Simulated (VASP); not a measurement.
Crystal: HfN.

```xyz
2
Lattice="0.0000 2.4548 2.4548 2.4548 0.0000 2.4548 2.4548 2.4548 0.0000" Properties=species:S:1:pos:R:3 pbc="T T T"
Hf    0.0000    0.0000    0.0000
N     3.6822    3.6822    3.6822
```

- Program: VASP 6.6.1
- Task: relaxation of cell and atoms
- Functional: r2SCAN
- Potentials or basis: VASP PAW PBE potentials, release 64 (Hf_pv, N)
- Cutoff: 600 eV
- k mesh: 14 × 14 × 14
- Occupations: gaussian, width 0.1 eV
- Spin: no spin polarisation

At the start: pressure -3.5 GPa; volume 14.79 Å³/atom.

Task: Where does the relaxation end?

Result: Over 3 steps the energy falls by 2.8 meV/atom and the volume is 14.54 Å³/atom (-1.7 %); space group F-43m (No. 216, to 0.1 Å) before and after.

Step by step:
| step | energy change (eV) | largest force (eV/Å) | pressure (GPa) | volume (Å³) |
| --- | --- | --- | --- | --- |
| 1 | 0.0000 | 0.0000 | -3.51 | 29.59 |
| 2 | 0.0119 | 0.0000 | 6.71 | 28.22 |
| 3 | -0.0056 | 0.0000 | -0.04 | 29.08 |

Final structure:
```yaml
crystal:
  lattice:
    - [0.00000, 2.44082, 2.44082]
    - [2.44082, 0.00000, 2.44082]
    - [2.44082, 2.44082, 0.00000]
  atoms:
    - { symbol: Hf, position: [0.00000, 0.00000, 0.00000] }
    - { symbol: N, position: [0.75000, 0.75000, 0.75000] }
```

Caveat: the PAW data sets were made with another functional, which shifts forces and pressure a little.
